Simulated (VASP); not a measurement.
# TiSi2 (Fd-3m) in VASP: relaxation of cell and atoms with r2SCAN

Aim: the relaxation of cell and atoms of TiSi2 with r2SCAN.

All numbers are computed with VASP 6.6.1; they aren't measurements. Logs are shortened: lines on timing, memory, paths and dates and some standing lists are left out, and cuts for length are marked.

**1. The cell of the first run**

The structure is cubic, space group Fd-3m (No. 227). Conventional cell: a = 6.860 Å, b = 6.860 Å, c = 6.860 Å, α = 90.00°, β = 90.00°, γ = 90.00°. Ti (site symmetry -43m) has 12 Si at 2.84 Å and 4 Ti at 2.97 Å within 3.7 Å. Si (site symmetry -3m) has 6 Si at 2.43 Å and 6 Ti at 2.84 Å within 3.2 Å.

**2. Relaxation of cell and atoms, r2SCAN**

Contents of POSCAR:

```
TiSi2
1.0
    0.0000000000      3.4301091766      3.4301091766
    3.4301091766      0.0000000000      3.4301091766
    3.4301091766      3.4301091766      0.0000000000
Ti Si
2 4
Direct
    0.5000000000      0.5000000000      0.5000000000
    0.7500000000      0.7500000000      0.7500000000
    0.1250000000      0.1250000000      0.1250000000
    0.6250000000      0.1250000000      0.1250000000
    0.1250000000      0.1250000000      0.6250000000
    0.1250000000      0.6250000000      0.1250000000
```

Contents of INCAR.step1:

```
SYSTEM = TiSi2
PREC = Accurate
ENCUT = 600
ISMEAR = 0
SIGMA = 0.1
LREAL = .FALSE.
LASPH = .TRUE.
NELM = 80
GGA = PE
ALGO = Normal
EDIFF = 1E-4
LWAVE = .TRUE.
LCHARG = .FALSE.
```

Contents of INCAR.step2:

```
SYSTEM = TiSi2
PREC = Accurate
ENCUT = 600
EDIFF = 1E-6
ISMEAR = 0
SIGMA = 0.1
LREAL = .FALSE.
LASPH = .TRUE.
NELM = 80
ALGO = Normal
ISIF = 3
LWAVE = .FALSE.
LCHARG = .FALSE.
METAGGA = R2SCAN
LMIXTAU = .TRUE.
IBRION = 2
NSW = 100
EDIFFG = -0.01
ISTART = 1
```

Contents of KPOINTS:

```
regular mesh
0
G
  10 10 10
  0 0 0
```

Potentials or basis: VASP PAW PBE potentials, release 64 (Ti_sv, Si).

The run is started by

```sh
cat potpaw_PBE.64/Ti_sv/POTCAR potpaw_PBE.64/Si/POTCAR > POTCAR
cp INCAR.step1 INCAR
mpirun -np 1 vasp_std > vasp.out
cp INCAR.step2 INCAR
mpirun -np 1 vasp_std > vasp.out
```

OUTCAR:

```text
SYSTEM = TiSi2
   PREC = Accurate
   ENCUT = 600
   EDIFF = 1E-6
   ISMEAR = 0
   LREAL = .FALSE.
   LASPH = .TRUE.
   NELM = 80
   ISIF = 3
   METAGGA = R2SCAN
   IBRION = 2
   NSW = 100
   EDIFFG = -0.01
   ISTART = 1

 ion  position               nearest neighbor table
   1  0.500  0.500  0.500-   3 2.84   5 2.84   6 2.84   3 2.84   4 2.84   5 2.84   3 2.84   4 2.84
                             6 2.84   4 2.84   5 2.84   6 2.84
   2  0.750  0.750  0.750-   4 2.84   5 2.84   6 2.84   3 2.84   4 2.84   6 2.84   3 2.84   4 2.84
                             5 2.84   3 2.84   5 2.84   6 2.84
   3  0.125  0.125  0.125-   4 2.43   5 2.43   6 2.43   5 2.43   6 2.43   4 2.43   1 2.84   2 2.84
                             1 2.84   2 2.84   1 2.84   2 2.84
   4  0.625  0.125  0.125-   3 2.43   5 2.43   6 2.43   3 2.43   5 2.43   6 2.43   2 2.84   1 2.84
                             1 2.84   2 2.84   2 2.84   1 2.84
   5  0.125  0.125  0.625-   3 2.43   3 2.43   4 2.43   6 2.43   6 2.43   4 2.43   1 2.84   2 2.84
                             1 2.84   2 2.84   1 2.84   2 2.84
   6  0.125  0.625  0.125-   3 2.43   5 2.43   3 2.43   4 2.43   5 2.43   4 2.43   2 2.84   1 2.84
                             2 2.84   2 2.84   1 2.84   1 2.84

  LATTYP: Found a face centered cubic cell.
 ALAT       =     6.8602183532

  Lattice vectors:

 A1 = (   0.0000000000,   3.4301091766,   3.4301091766)
 A2 = (   3.4301091766,   0.0000000000,   3.4301091766)
 A3 = (   3.4301091766,   3.4301091766,   0.0000000000)

Analysis of symmetry for initial positions (statically):
=====================================================================
 Subroutine PRICEL returns:
 Original cell was already a primitive cell.

 Routine SETGRP: Setting up the symmetry group for a
 face centered cubic supercell.

 Subroutine GETGRP returns: Found 48 space group operations
 (whereof 24 operations were pure point group operations)
 out of a pool of 48 trial point group operations.

The static configuration has the point symmetry T_d .
 The point group associated with its full space group is O_h .

Analysis of symmetry for dynamics (positions and initial velocities):
=====================================================================
 Subroutine PRICEL returns:
 Original cell was already a primitive cell.

 Routine SETGRP: Setting up the symmetry group for a
 face centered cubic supercell.

 Subroutine GETGRP returns: Found 48 space group operations
 (whereof 24 operations were pure point group operations)
 out of a pool of 48 trial point group operations.

The dynamic configuration has the point symmetry T_d .
 The point group associated with its full space group is O_h .

 Subroutine INISYM returns: Found 48 space group operations
 (whereof 24 operations are pure point group operations),
 and found     1 'primitive' translations

----------------------------------------------------------------------------------------

                                     Primitive cell

  volume of cell :      80.7149

  direct lattice vectors                    reciprocal lattice vectors
     0.000000000  3.430109177  3.430109177    -0.145767955  0.145767955  0.145767955
     3.430109177  0.000000000  3.430109177     0.145767955 -0.145767955  0.145767955
     3.430109177  3.430109177  0.000000000     0.145767955  0.145767955 -0.145767955

  length of vectors
     4.850906918  4.850906918  4.850906918     0.252477504  0.252477504  0.252477504

  position of ions in fractional coordinates (direct lattice)
     0.500000000  0.500000000  0.500000000
     0.750000000  0.750000000  0.750000000
     0.125000000  0.125000000  0.125000000
     0.625000000  0.125000000  0.125000000
     0.125000000  0.125000000  0.625000000
     0.125000000  0.625000000  0.125000000

  ion indices of the primitive-cell ions
   primitive index   ion index
                 1           1
                 2           2
                 3           3
                 4           4
                 5           5
                 6           6

----------------------------------------------------------------------------------------

 KPOINTS: regular mesh

Automatic generation of k-mesh.
 Grid dimensions read from file:
 generate k-points for:   10   10   10

 Generating k-lattice:

  Cartesian coordinates                     Fractional coordinates (reciprocal lattice)
    -0.014576795  0.014576795  0.014576795     0.100000000  0.000000000  0.000000000
     0.014576795 -0.014576795  0.014576795     0.000000000  0.100000000  0.000000000
     0.014576795  0.014576795 -0.014576795     0.000000000  0.000000000  0.100000000

  Length of vectors
     0.025247750  0.025247750  0.025247750

  Shift w.r.t. Gamma in fractional coordinates (k-lattice)
     0.000000000  0.000000000  0.000000000

 Subroutine IBZKPT returns following result:
 ===========================================

 Found     47 irreducible k-points:

 Following reciprocal coordinates:
            Coordinates               Weight
  0.000000  0.000000  0.000000      1.000000
  0.100000  0.000000  0.000000      8.000000
  0.200000  0.000000  0.000000      8.000000
  0.300000  0.000000  0.000000      8.000000
  0.400000  0.000000  0.000000      8.000000
  0.500000  0.000000  0.000000      4.000000
[... 16 lines left out ...]
  0.300000  0.300000  0.000000      6.000000
  0.400000  0.300000  0.000000     24.000000
 [... further k-points ...]
   k-points           NKPTS =     47   k-points in BZ     NKDIM =     47   number of bands    NBANDS=     24
   number of dos      NEDOS =    301   number of ions     NIONS =      6
   total plane-waves  NPLWV =  64000
   dimension x,y,z NGX =    40 NGY =   40 NGZ =   40
   dimension x,y,z NGXF=    80 NGYF=   80 NGZF=   80
   ions per type =               2   4
   NGX,Y,Z   is equivalent  to a cutoff of  13.71, 13.71, 13.71 a.u.
   NGXF,Y,Z  is equivalent  to a cutoff of  27.42, 27.42, 27.42 a.u.
 SYSTEM =  TiSi2
   PREC   = accura    normal or accurate (medium, high low for compatibility)
   ISTART =      1    job   : 0-new  1-cont  2-samecut
   ICHARG =      0    charge: 1-file 2-atom 10-const
   ISPIN  =      1    spin polarized calculation?
   LNONCOLLINEAR =      F non collinear calculations
   LSORBIT =      F    spin-orbit coupling
   LASPH  =      T    aspherical Exc in radial PAW
   ENCUT  =  600.0 eV  44.10 Ry    6.64 a.u.   9.69  9.69  9.69*2*pi/ulx,y,z
   NELM   =     80;   NELMIN=  2; NELMDL=  0     # of ELM steps
   EDIFF  = 0.1E-05   stopping-criterion for ELM
   LREAL  =      F    real-space projection
   EDIFFG = -.1E-01   stopping-criterion for IOM
   NSW    =    100    number of steps for IOM
   IBRION =      2    ionic relax: 0-MD 1-quasi-New 2-CG
   NFREE  =      1    steps in history (QN), initial steepest desc. (CG)
   ISIF   =      3    stress and relaxation
   ISYM   =      2    0-nonsym 1-usesym 2-fastsym
   POTIM  = 0.5000    time-step for ionic-motion
   TEBEG  =    0.0;   TEEND  =   0.0 temperature during run
   PSTRESS=    0.0 pullay stress
   NELECT =      40.0000    total number of electrons
   NUPDOWN=      -1.0000    fix difference up-down
   EMIN   =  10.00;   EMAX   =-10.00  energy-range for DOS
   EFERMI =   0.00;   METHOD = LEGACY
   ISMEAR =     0;   SIGMA  =   0.10  broadening in eV -4-tet -1-fermi 0-gaus
   EFERMI_NEDOS =   21; number of points for ismear=-14 and -15
   IALGO  =     38    algorithm
   IMIX   =      4    mixing-type and parameters
     AMIX     =   0.40;   BMIX     =  1.00
     AMIX_MAG =   1.60;   BMIX_MAG =  1.00
  volume/ion in A,a.u.               =      13.45        90.78
  Fermi-wavevector in a.u.,A,eV,Ry     =   1.295518  2.448175 22.835578  1.678368
  Thomas-Fermi vector in A             =   2.427033
   LORBIT       =      0    0 simple, 1 ext, 2 COOP (PROOUT), +10 PAW based schemes
   METAGGA = R2SCAN    functional components
   LHFCALC =     F    Hartree Fock is set to
   AEXX    =    0.0000 exact exchange contribution
   IVDW    =     0    specifies the selected vdW correction
   LEPSILON=     F    determine dielectric tensor
   LRPA    =     F    only Hartree local field effects (RPA)
 conjugate gradient relaxation of ions
 non-spin polarized calculation
 Gauss-broadening in eV      SIGMA  =   0.10
  energy-cutoff  :      600.00
  volume of cell :       80.71
 maximum number of plane-waves:      2733
   NGX = 19   NGY = 19   NGZ = 19

--------------------------------------- Ionic step        1  -------------------------------------------

 number of electron      40.0000004 magnetization

 Free energy of the ion-electron system (eV)
  ---------------------------------------------------
  ext. energy  EPLUGINS =         0.00000000
  ---------------------------------------------------
  free energy    TOTEN  =       -61.66166351 eV

  energy without entropy =      -61.64230470  energy(sigma->0) =      -61.65198410

------------------------ aborting loop because EDIFF is reached ----------------------------------------

  FORCE on cell =-STRESS in cart. coord.  units (eV):
  Direction    XX          YY          ZZ          XY          YZ          ZX
  --------------------------------------------------------------------------------------
  -------------------------------------------------------------------------------------
  Total        0.3171690      0.3171690      0.3171690      0.0000000      0.0000000      0.0000000
  in kB        6.2957507      6.2957507      6.2957507      0.0000000      0.0000000      0.0000000
  external PRESSURE =       6.2957507 kB  Pullay stress =       0.0000000 kB
[... 65 lines left out ...]
  energy  without entropy=      -61.6423927901  energy(sigma->0) =      -61.65210730

--------------------------------------- Ionic step        3  -------------------------------------------

 number of electron      40.0000002 magnetization

 Free energy of the ion-electron system (eV)
  ---------------------------------------------------
  ext. energy  EPLUGINS =         0.00000000
  ---------------------------------------------------
  free energy    TOTEN  =       -61.66230725 eV

  energy without entropy =      -61.64290955  energy(sigma->0) =      -61.65260840

 E-fermi :  11.5708     XC(G=0): -12.7088

 val. band max:       11.5643475131   @ k =   0.3000   0.2000   0.1000
 cond. band min:      11.5748262332   @ k =  -0.2000   0.2000   0.0000
 fundamental gap:      0.0104787201
 Fermi energy:        11.5707768061

 k-point     1 :       0.0000    0.0000    0.0000
  band No.  band energies     occupation
      1     -47.8241      2.00000
      2     -47.7555      2.00000
      3     -23.1319      2.00000
      4     -23.1318      2.00000
      5     -23.1318      2.00000
      6     -22.9734      2.00000
[... 637 lines left out ...]
     23      12.8561      0.00000
     24      13.3163      0.00000

 [... further k-points ...]

------------------------ aborting loop because EDIFF is reached ----------------------------------------

  FORCE on cell =-STRESS in cart. coord.  units (eV):
  Direction    XX          YY          ZZ          XY          YZ          ZX
  --------------------------------------------------------------------------------------
  -------------------------------------------------------------------------------------
  Total       -0.0006316     -0.0006316     -0.0006316      0.0000000      0.0000000      0.0000000
  in kB       -0.0124861     -0.0124861     -0.0124861      0.0000000      0.0000000      0.0000000
  external PRESSURE =      -0.0124861 kB  Pullay stress =       0.0000000 kB
[... 21 lines left out ...]
  FREE ENERGIE OF THE ION-ELECTRON SYSTEM (eV)
  ---------------------------------------------------
  free  energy   TOTEN  =       -61.6623072515 eV

  energy  without entropy=      -61.6429095522  energy(sigma->0) =      -61.65260840

 reached required accuracy - stopping structural energy minimisation
```

Run time: 9.9 min. Hardware: 1 thread of Intel Xeon 6975P-C (Granite Rapids), shared host; peak memory 0.33 GiB.

Results:

```
Free energy                           : -61.6623 eV
Relaxed volume                        : 13.51 Å³/atom
Relaxed cell                          : a = 4.857 Å, b = 4.857 Å, c = 4.857 Å, α = 60.00°, β = 60.00°, γ = 60.00°
Space group after relaxing (to 0.1 Å) : Fd-3m (No. 227)
Energy gained by relaxing             : 0.1 meV/atom
Ionic steps                           : 3
Pressure after relaxing               : 0.0 GPa
Band gap on the k mesh                : zero (bands 20 and 21 overlap by 1.47 eV)
```

The path:
```
step  energy change (eV)  largest force (eV/Å)  pressure (GPa)  volume (Å³)
   1              0.0000                0.0000            0.63        80.71
   2             -0.0002                0.0000           -0.52        81.33
   3             -0.0006                0.0000            0.00        81.04
```

Final structure:
```
Ti Si
1.0
     0.00000    3.43475    3.43475
     3.43475    0.00000    3.43475
     3.43475    3.43475    0.00000
Ti Si
2 4
Direct
  0.50000 0.50000 0.50000
  0.75000 0.75000 0.75000
  0.12500 0.12500 0.12500
  0.62500 0.12500 0.12500
  0.12500 0.12500 0.62500
  0.12500 0.62500 0.12500
```

Caveat: the PAW data sets were made with another functional, which shifts forces and pressure a little.
